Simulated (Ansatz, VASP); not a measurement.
CuO: VASP beside Ansatz

```xyz
4
Lattice="2.0444 -2.0423 0.1596 2.0444 2.0423 0.1596 -0.3973 0.0000 5.0765" Properties=species:S:1:pos:R:3 pbc="T T T"
Cu    1.0222    1.0212    0.0798
Cu    0.8235   -1.0212    2.6181
O     1.9450   -0.0002    1.4287
O     1.7464    0.0002    3.9670
```

Alike in both runs: functional PBEsol; k mesh 16 × 16 × 8; occupations gaussian, width 0.1 eV; no spin polarisation.

Ansatz relaxed the structure, and its values are those at the end. VASP's run is a single point on that final structure, the one shown.

```csv
,VASP,Ansatz
version,VASP 6.6.1,Ansatz 0.2.0
potentials or method,"VASP PAW PBE potentials, release 64 (Cu, O), cutoff 520 eV","scalar-relativistic, plane waves, PAW"
valence electrons in the cell,34,50
```

VASP gave:

```
gap on the k mesh at the Fermi level (eV) : none
pressure (GPa)                            : 0.8
```

**Question.** Estimate Ansatz's values.

**Answer.** gap on the k mesh at the Fermi level (eV): none; pressure (GPa): 0.0.

VASP's potentials were made for PBE, not for PBEsol. A gap of «none» marks a metal or a gap that the smearing closes. VASP's potentials hold 34 valence electrons a cell and Ansatz's 50, so a difference there can come from the potentials and not from the codes.
